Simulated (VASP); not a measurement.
Input of a VASP 6.6.1 run:

Contents of INCAR:

```
SYSTEM = Ge6S
  ALGO = Normal
  DIPOL = 0.5 0.5 0.331
  EDIFF = 1E-7
  ENCUT = 520
  GGA = PE
  IDIPOL = 3
  ISIF = 2
  ISMEAR = 0
  LASPH = .TRUE.
  LCHARG = .TRUE.
  LDIPOL = .TRUE.
  LELF = .TRUE.
  LREAL = .FALSE.
  LVACPOTAV = .TRUE.
  LVHAR = .TRUE.
  LWAVE = .FALSE.
  NBANDS = 54
  NELM = 80
  PREC = Accurate
  SIGMA = 0.1
```

Contents of KPOINTS:

```
k-points
0
G
  7 5 1
  0 0 0
```

Contents of POSCAR:

```
Ge6S
1.0
    4.0740542126      0.0000000000      0.0000000000
    0.0000000000      5.7615827213      0.0000000000
    0.0000000000      0.0000000000     19.5242196736
Ge S
6 1
Direct
    0.5000000000      0.0000000000      0.2048737449
    0.0000000000      0.2500000000      0.2048737449
    0.0000000000      0.5005156572      0.3087424246
    0.5000000000      0.7494843428      0.3087424246
    0.5000000000      0.0069199665      0.4109879835
    0.0000000000      0.2430800335      0.4109879835
    0.5000000000      0.6735866331      0.4656749919
```

Potentials or basis: VASP PAW PBE potentials, release 64 (Ge_d, S).

Launch:

```console
$ cat potpaw_PBE.64/Ge_d/POTCAR potpaw_PBE.64/S/POTCAR > POTCAR
$ mpirun -np 1 vasp_std > vasp.out
```

**Question.** What does it give for the band gap on the k mesh?

**Answer.** Zero (band 45 reaches -1.78 eV, above the bottom of band 46 at -1.84 eV).

**Question.** Estimate the largest force.

**Answer.** 1.016 eV/Å.

Forces on the atoms (eV/Å):
```
Ge   0.000  0.372 -0.173
Ge   0.000 -0.304  0.016
Ge   0.000 -0.220  0.040
Ge   0.000 -0.306 -0.313
Ge   0.000 -0.573  0.512
Ge   0.000  1.014 -0.062
S    0.000  0.017 -0.020
```
